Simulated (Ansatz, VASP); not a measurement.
# Na2YMgC6N6: VASP beside Ansatz

```
Na Y Mg C N
1.0
     0.00000    5.80257    5.80257
     5.80257    0.00000    5.80257
     5.80257    5.80257    0.00000
Na Y Mg C N
2 1 1 6 6
Direct
  0.25000 0.25000 0.25000
  0.75000 0.75000 0.75000
  0.50000 0.50000 0.50000
  0.00000 0.00000 0.00000
  0.80409 0.19591 0.19591
  0.19591 0.80409 0.19591
  0.19591 0.19591 0.80409
  0.19591 0.80409 0.80409
  0.80409 0.19591 0.80409
  0.80409 0.80409 0.19591
  0.70275 0.29725 0.29725
  0.29725 0.70275 0.29725
  0.29725 0.29725 0.70275
  0.29725 0.70275 0.70275
  0.70275 0.29725 0.70275
  0.70275 0.70275 0.29725
```

Alike in both runs: task single point; functional PBE; k mesh 4 × 4 × 4; occupations gaussian, width 0.1 eV; collinear spin.

|  | VASP | Ansatz |
| --- | --- | --- |
| version | VASP 6.6.1 | Ansatz 0.2.0 |
| potentials or method | VASP PAW PBE potentials, release 64 (Na_pv, Y_sv, Mg, C, N), cutoff 520 eV | scalar-relativistic, plane waves, PAW |
| valence electrons in the cell | 81 | 93 |

|  | VASP | Ansatz | Ansatz less VASP |
| --- | --- | --- | --- |
| gap on the k mesh at the Fermi level (eV) | none | none | - |
| pressure (GPa) | 0.3 | 0.0 | -0.26 |
| rms of the force components (eV/Å) | 0.197 | 0.002 | -0.1954 |
| net moment per atom (μB) | 0.00 | 0.00 | 0.000 |

Atom by atom the forces differ by 0.198 eV/Å (rms over components). A gap of «none» marks a metal or a gap that the smearing closes. One of these differences is far larger than is usual between the two programs; its cause wasn't traced. VASP's potentials hold 81 valence electrons a cell and Ansatz's 93, so a difference there can come from the potentials and not from the codes. Ansatz's warnings: seeded moment not kept.

Noted on VASP's run: the standard files for N, O and F lose accuracy on very short bonds.
